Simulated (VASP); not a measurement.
A run of VASP 6.6.1:

File INCAR:

```
SYSTEM = MgO
PREC = Accurate
ENCUT = 520
EDIFF = 1E-6
ISMEAR = 0
SIGMA = 0.05
LREAL = .FALSE.
LASPH = .TRUE.
NELM = 60
ALGO = Normal
ISIF = 2
LWAVE = .FALSE.
LCHARG = .FALSE.
GGA = PS
NBANDS = 26
```

KPOINTS

```
regular mesh
0
G
  9 9 4
  0 0 0
```

File POSCAR:

```
MgO
1.0
    3.2553371795      0.0000000000      0.0000000000
   -1.6276685897      2.8192046953      0.0000000000
    0.0000000000      0.0000000000     10.4149514991
Mg O
4 4
Direct
    0.3333333333      0.6666666667      0.9695963559
    0.0000000000      0.0000000000      0.2209473890
    0.0000000000      0.0000000000      0.7209473890
    0.6666666667      0.3333333333      0.4695963559
    0.3333333333      0.6666666667      0.7799156657
   -0.1198032580      0.0000000000      0.5295387694
    0.0000000000      0.0000000000      0.0295387694
    0.6666666667      0.3333333333      0.2799156657
```

Potentials or basis: VASP PAW PBE potentials, release 64 (Mg, O).

Command:

```sh
$ cat potpaw_PBE.64/Mg/POTCAR potpaw_PBE.64/O/POTCAR > POTCAR
$ mpirun -np 1 vasp_std > vasp.out
```

Hardware: 1 thread of Intel(R) Xeon(R) Platinum 8124M CPU @ 3.00GHz (Skylake/Cascade Lake), on a shared host.

How long does it take, and how much memory?

Wall time 3 min on 1 thread of Intel(R) Xeon(R) Platinum 8124M CPU @ 3.00GHz (Skylake/Cascade Lake), with other jobs on the host, peak memory 0.43 GiB. Counts: scf iterations 12, k points 163.
